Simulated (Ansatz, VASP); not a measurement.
**ZnO in VASP and in Ansatz**

The input INCAR:

```
SYSTEM = ZnO
PREC = Accurate
ENCUT = 520
EDIFF = 1E-6
ISMEAR = -1
SIGMA = 0.02
LREAL = .FALSE.
LASPH = .TRUE.
NELM = 80
ALGO = Normal
ISIF = 2
LWAVE = .FALSE.
LCHARG = .FALSE.
GGA = PE
NBANDS = 16
```

KPOINTS

```
regular mesh
0
G
  10 10 10
  0 0 0
```

Contents of POSCAR:

```
ZnO
1.0
    0.0000000000      2.1337703864      2.1337703864
    2.0910949787      0.0000000000      2.1337703864
    2.0910949787      2.1337703864      0.0000000000
Zn O
1 1
Direct
    0.0000000000      0.0000000000      0.0000000000
    0.5000000000      0.5000000000      0.5000000000
```

Input for Ansatz:

```yaml
crystal:
  lattice:
    - [0.0, 2.1337703864, 2.1337703864]
    - [2.0910949787, 0.0, 2.1337703864]
    - [2.0910949787, 2.1337703864, 0.0]
  atoms:
    - { symbol: Zn, position: [0.0, 0.0, 0.0] }
    - { symbol: O, position: [0.5, 0.5, 0.5] }
kpoints:
  mp_grid: { grid: [10, 10, 10] }
  band_path:
    path:
      - [0.0, 0.0, 0.0]
      - [0.5, 0.0, 0.5]
      - [0.625, 0.25, 0.625]
      - [0.375, 0.375, 0.75]
      - [0.5, 0.5, 0.5]
      - [0.5, 0.25, 0.75]
    npoints: 1
hamiltonian:
  xc: pbe
scf:
  occupations: { method: fermi_dirac, width: 0.02 }
  n_extra_bands: 4
output:
  forces: true
  stress: true
  eigenvalues: true
```

Change from the starting cell: uniaxial_x strain -2.0%.

Alike in both runs: task single point; functional PBE; k mesh 10 × 10 × 10; occupations fermi-dirac, width 0.02 eV; no spin polarisation.

|  | VASP | Ansatz |
| --- | --- | --- |
| version | VASP 6.6.1 | Ansatz 0.2.0 |
| potentials or method | VASP PAW PBE potentials, release 64 (Zn, O) | plane waves, PAW |
| plane-wave cutoff (eV) | 520 | 420 |
| valence electrons in the cell | 18 | 18 |

Ansatz gave:

- gap on the k mesh at the Fermi level (eV): 0.99
- pressure (GPa): 12.3
- traceless stress, the component that is largest in VASP (GPa): 1.88

Question: What did VASP give for the same quantities?

Answer: gap on the k mesh at the Fermi level (eV): 0.95; pressure (GPa): 13.6; traceless stress, the component that is largest in VASP (GPa): 2.05.
